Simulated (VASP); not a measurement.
# Nb4H in VASP: notebook, part 3 of 3

VASP 6.6.1.

### Step 4. Single point, PBE

Input file INCAR:

```
SYSTEM = Nb4H
PREC = Accurate
ENCUT = 520
EDIFF = 1E-6
ISMEAR = 0
SIGMA = 0.1
LREAL = .False.
LASPH = .True.
NELM = 100
ALGO = Normal
ISIF = 2
LWAVE = .False.
LCHARG = .True.
LDIPOL = .True.
IDIPOL = 3
DIPOL = 0.5 0.5 0.341
GGA = PE
LELF = .True.
LVHAR = .True.
LVACPOTAV = .True.
NBANDS = 34
```

Input file KPOINTS:

```
Automatic mesh
0
Gamma
  9 6 1
  0 0 0
```

Input file POSCAR:

```
Nb4H
1.0
    2.9829001615      0.0000000000      0.0000000000
    0.0000000000      4.2184578637      0.0000000000
    0.0000000000      0.0000000000     19.8127690725
Nb H
4 1
Direct
    0.5000000000      0.5000000000      0.2018900026
    0.0000000000      0.0000000000      0.2771672178
    0.5000000000      0.5000000000      0.3569599732
    0.0000000000      0.0000000000      0.4195662425
    0.5000000000      0.3000000000      0.4504610472
```

Potentials or basis: VASP PAW PBE potentials, release 64 (Nb_sv, H).

The run is started by

```
$ cat potpaw_PBE.64/Nb_sv/POTCAR potpaw_PBE.64/H/POTCAR > POTCAR
$ mpirun -np 1 vasp_std > vasp.out
```

OUTCAR:

```text
SYSTEM = Nb4H
   PREC = Accurate
   ENCUT = 520
   EDIFF = 1E-6
   ISMEAR = 0
   LREAL = .False.
   LASPH = .True.
   NELM = 100
   ISIF = 2
   GGA = PE

 ion  position               nearest neighbor table
   1  0.500  0.500  0.202-   2 2.98   2 2.98   2 2.98   2 2.98
   2  0.000  0.000  0.277-   4 2.82   1 2.98   1 2.98   1 2.98   1 2.98   3 3.03   3 3.03   3 3.03
                             3 3.03
   3  0.500  0.500  0.357-   4 2.87   4 2.87   4 2.87   4 2.87   2 3.03   2 3.03   2 3.03   2 3.03

   4  0.000  0.000  0.420-   2 2.82   3 2.87   3 2.87   3 2.87   3 2.87
   5  0.500  0.300  0.450-

  LATTYP: Found a simple orthorhombic cell.
 ALAT       =     2.9829001615
 B/A-ratio  =     1.4142135624
 C/A-ratio  =     6.6421160615

  Lattice vectors:

 A1 = (   2.9829001615,   0.0000000000,   0.0000000000)
 A2 = (   0.0000000000,   4.2184578637,   0.0000000000)
 A3 = (   0.0000000000,   0.0000000000,  19.8127690725)

Analysis of symmetry for initial positions (statically):
=====================================================================
 Subroutine PRICEL returns:
 Original cell was already a primitive cell.

 Routine SETGRP: Setting up the symmetry group for a
 simple orthorhombic supercell.

 Subroutine GETGRP returns: Found  2 space group operations
 (whereof  2 operations were pure point group operations)
 out of a pool of  8 trial point group operations.

The static configuration has the point symmetry C_1h.

Analysis of symmetry for dynamics (positions and initial velocities):
=====================================================================
 Subroutine PRICEL returns:
 Original cell was already a primitive cell.

 Routine SETGRP: Setting up the symmetry group for a
 simple orthorhombic supercell.

 Subroutine GETGRP returns: Found  2 space group operations
 (whereof  2 operations were pure point group operations)
 out of a pool of  8 trial point group operations.

The dynamic configuration has the point symmetry C_1h.

 Subroutine INISYM returns: Found  2 space group operations
 (whereof  2 operations are pure point group operations),
 and found     1 'primitive' translations

----------------------------------------------------------------------------------------

                                     Primitive cell

  volume of cell :     249.3088

  direct lattice vectors                    reciprocal lattice vectors
     2.982900161  0.000000000  0.000000000     0.335244207  0.000000000  0.000000000
     0.000000000  4.218457864  0.000000000     0.000000000  0.237053452  0.000000000
     0.000000000  0.000000000 19.812769073     0.000000000  0.000000000  0.050472501

  length of vectors
     2.982900161  4.218457864 19.812769073     0.335244207  0.237053452  0.050472501

  position of ions in fractional coordinates (direct lattice)
     0.500000000  0.500000000  0.201890003
     0.000000000  0.000000000  0.277167218
     0.500000000  0.500000000  0.356959973
     0.000000000  0.000000000  0.419566242
     0.500000000  0.300000000  0.450461047

  ion indices of the primitive-cell ions
   primitive index   ion index
[... 33 lines left out ...]
            Coordinates               Weight
  0.000000  0.000000  0.000000      1.000000
  0.111111  0.000000  0.000000      2.000000
  0.222222  0.000000  0.000000      2.000000
  0.333333  0.000000  0.000000      2.000000
  0.444444  0.000000  0.000000      2.000000
  0.000000  0.166667  0.000000      2.000000
[... 12 lines left out ...]
  0.333333  0.500000  0.000000      2.000000
  0.444444  0.500000  0.000000      2.000000
   k-points           NKPTS =     20   k-points in BZ     NKDIM =     20   number of bands    NBANDS=     34
   number of dos      NEDOS =    301   number of ions     NIONS =      5
   total plane-waves  NPLWV = 115200
   dimension x,y,z NGX =    24 NGY =   32 NGZ =  150
   dimension x,y,z NGXF=    48 NGYF=   64 NGZF=  300
   ions per type =               4   1
   NGX,Y,Z   is equivalent  to a cutoff of  13.38, 12.61, 12.59 a.u.
   NGXF,Y,Z  is equivalent  to a cutoff of  26.75, 25.22, 25.17 a.u.
 SYSTEM =  Nb4H
   PREC   = accura    normal or accurate (medium, high low for compatibility)
   ISTART =      0    job   : 0-new  1-cont  2-samecut
   ICHARG =      2    charge: 1-file 2-atom 10-const
   ISPIN  =      1    spin polarized calculation?
   LNONCOLLINEAR =      F non collinear calculations
   LSORBIT =      F    spin-orbit coupling
   LASPH  =      T    aspherical Exc in radial PAW
   ENCUT  =  520.0 eV  38.22 Ry    6.18 a.u.   5.55  7.84 36.84*2*pi/ulx,y,z
   NELM   =    100;   NELMIN=  2; NELMDL= -5     # of ELM steps
   EDIFF  = 0.1E-05   stopping-criterion for ELM
   LREAL  =      F    real-space projection
   EDIFFG = 0.1E-04   stopping-criterion for IOM
   NSW    =      0    number of steps for IOM
   IBRION =     -1    ionic relax: 0-MD 1-quasi-New 2-CG
   NFREE  =      0    steps in history (QN), initial steepest desc. (CG)
   ISIF   =      2    stress and relaxation
   ISYM   =      2    0-nonsym 1-usesym 2-fastsym
   POTIM  = 0.5000    time-step for ionic-motion
   TEBEG  =    0.0;   TEEND  =   0.0 temperature during run
   PSTRESS=    0.0 pullay stress
   NELECT =      53.0000    total number of electrons
   NUPDOWN=      -1.0000    fix difference up-down
   EMIN   =  10.00;   EMAX   =-10.00  energy-range for DOS
   EFERMI =   0.00;   METHOD = LEGACY
   ISMEAR =     0;   SIGMA  =   0.10  broadening in eV -4-tet -1-fermi 0-gaus
   EFERMI_NEDOS =   21; number of points for ismear=-14 and -15
   IALGO  =     38    algorithm
   IMIX   =      4    mixing-type and parameters
     AMIX     =   0.40;   BMIX     =  1.00
     AMIX_MAG =   1.60;   BMIX_MAG =  1.00
  volume/ion in A,a.u.               =      49.86       336.48
  Fermi-wavevector in a.u.,A,eV,Ry     =   0.977059  1.846374 12.988732  0.954645
  Thomas-Fermi vector in A             =   2.107727
   LORBIT       =      0    0 simple, 1 ext, 2 COOP (PROOUT), +10 PAW based schemes
   GGA     = PE    functional components
   LHFCALC =     F    Hartree Fock is set to
   AEXX    =    0.0000 exact exchange contribution
   IVDW    =     0    specifies the selected vdW correction
   LEPSILON=     F    determine dielectric tensor
   LRPA    =     F    only Hartree local field effects (RPA)
 non-spin polarized calculation
 Gauss-broadening in eV      SIGMA  =   0.10
  energy-cutoff  :      520.00
  volume of cell :      249.31
 maximum number of plane-waves:      6753
 NGX is ok and might be reduce to    24
   NGX = 11   NGY = 15   NGZ = 73

 dipolmoment           0.000000      0.000000     -0.242420 electrons x Angstroem

 number of electron      53.0000006 magnetization

 dipolmoment           0.000000      0.000000      0.011804 electrons x Angstroem

 Free energy of the ion-electron system (eV)
  ---------------------------------------------------
  ext. energy  EPLUGINS =         0.00000000
  ---------------------------------------------------
  free energy    TOTEN  =       -40.13224844 eV

  energy without entropy =      -40.09414566  energy(sigma->0) =      -40.11319705

 E-fermi :   0.8894     XC(G=0):  -4.8860

 val. band max:        0.8893001070   @ k =   0.4444   0.0000   0.0000
 cond. band min:       0.9244307337   @ k =   0.4444   0.3333   0.0000
 fundamental gap:      0.0351306267
 Fermi energy:         0.8894377204

 k-point     1 :       0.0000    0.0000    0.0000
  band No.  band energies     occupation
      1     -54.0826      2.00000
      2     -54.0187      2.00000
      3     -53.8198      2.00000
      4     -53.6900      2.00000
      5     -30.4778      2.00000
      6     -30.3151      2.00000
[... 729 lines left out ...]
     33       3.2377      0.00000
     34       3.2721      0.00000

------------------------ aborting loop because EDIFF is reached ----------------------------------------

  FORCE on cell =-STRESS in cart. coord.  units (eV):
  Direction    XX          YY          ZZ          XY          YZ          ZX
  --------------------------------------------------------------------------------------
  -------------------------------------------------------------------------------------
  Total       -4.3846950     -4.4127639     -1.6320118      0.0000000      0.2034635      0.0000000
  in kB      -28.1781424    -28.3585269    -10.4880867      0.0000000      1.3075533      0.0000000
  external PRESSURE =     -22.3415853 kB  Pullay stress =       0.0000000 kB

 VOLUME and BASIS-vectors are now :
 -----------------------------------------------------------------------------
  energy-cutoff  :      520.00
  volume of cell :      249.31
      direct lattice vectors                 reciprocal lattice vectors
     2.982900161  0.000000000  0.000000000     0.335244207  0.000000000  0.000000000
     0.000000000  4.218457864  0.000000000     0.000000000  0.237053452  0.000000000
     0.000000000  0.000000000 19.812769073     0.000000000  0.000000000  0.050472501

 POSITION                                       TOTAL-FORCE (eV/Angst)
 -----------------------------------------------------------------------------------
      1.49145      2.10923      4.00000         0.000000      0.049225      1.185221
      0.00000      0.00000      5.49145         0.000000     -0.128171     -1.118215
      1.49145      2.10923      7.07237         0.000000     -0.099110     -0.316872
      0.00000      0.00000      8.31277         0.000000      0.290277      0.263632
      1.49145      1.26554      8.92488         0.000000     -0.112220     -0.013766
 -----------------------------------------------------------------------------------
    total drift:                                0.000000      0.000034      0.000700

  FREE ENERGIE OF THE ION-ELECTRON SYSTEM (eV)
  ---------------------------------------------------
  free  energy   TOTEN  =       -40.1322484427 eV

  energy  without entropy=      -40.0941456573  energy(sigma->0) =      -40.11319705

 vacuum level on the upper side and lower side of the slab         4.658         4.488
```

It took 2.5 min on 1 thread of Intel Xeon 6975P-C (Granite Rapids), shared host; peak memory 0.39 GiB.

What came out:

```
Free energy   : -40.1322 eV
Largest force : 1.186 eV/Å
```

Forces on the atoms (eV/Å):
```
Nb   0.000  0.049  1.185
Nb   0.000 -0.128 -1.118
Nb   0.000 -0.099 -0.317
Nb   0.000  0.290  0.264
H    0.000 -0.112 -0.014
```
